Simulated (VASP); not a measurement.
**CdS: single point with r2SCAN**

Crystal: CdS.

```xyz
2
Lattice="0.0000 2.9392 2.9980 2.9392 0.0000 2.9980 2.9392 2.9392 0.0000" Properties=species:S:1:pos:R:3 pbc="T T T"
Cd    0.0000    0.0000    0.0000
S     1.4696    1.4696    1.4990
```

This cell differs from its parent crystal: uniaxial z strain +2.0%.

```yaml
Program: VASP 6.6.1
Task: single point
Functional: r2SCAN
Potentials_or_basis: VASP PAW PBE potentials, release 64 (Cd, S)
Cutoff: 520 eV
k_mesh: 8 × 8 × 8
Occupations: gaussian, width 0.01 eV
Spin: no spin polarisation
Dipole_correction: no
Further_INCAR_settings: ALGO = Normal; EDIFF = 1e-07; NBANDS = 16
```

The pressure is -0.9 GPa and the band gap on the k mesh is 1.47 eV.

Stress tensor (GPa, compression positive):
```
-0.76  0.00  0.00
 0.00 -0.76  0.00
 0.00  0.00 -1.17
```

Levels at points of the mesh, in eV from the valence-band top:
| k point | band 6 | band 7 | band 8 | band 9 | band 10 | band 11 | band 12 | band 13 |
| --- | --- | --- | --- | --- | --- | --- | --- | --- |
| (0.00, 0.00, 0.00) | -7.39 | -0.06 | 0.00 | 0.00 | 1.47 | 7.06 | 7.06 | 7.06 |
| (0.50, 0.00, 0.00) | -7.04 | -4.22 | -0.77 | -0.69 | 3.38 | 7.38 | 7.53 | 7.74 |
| (0.50, 0.50, 0.00) | -7.00 | -3.88 | -1.74 | -1.74 | 3.94 | 4.79 | 9.44 | 11.29 |
| (0.50, 0.00, 0.50) | -6.96 | -3.77 | -1.84 | -1.80 | 3.86 | 4.62 | 9.64 | 11.11 |

Wall time 6.1 min on 1 thread of AMD EPYC 7R13 Processor (Zen 3) (shared host), peak memory 0.18 GiB.

Caveat: the cell differs from its parent crystal (uniaxial z strain +2.0%); the PAW data sets were made with another functional, which shifts forces and pressure a little.
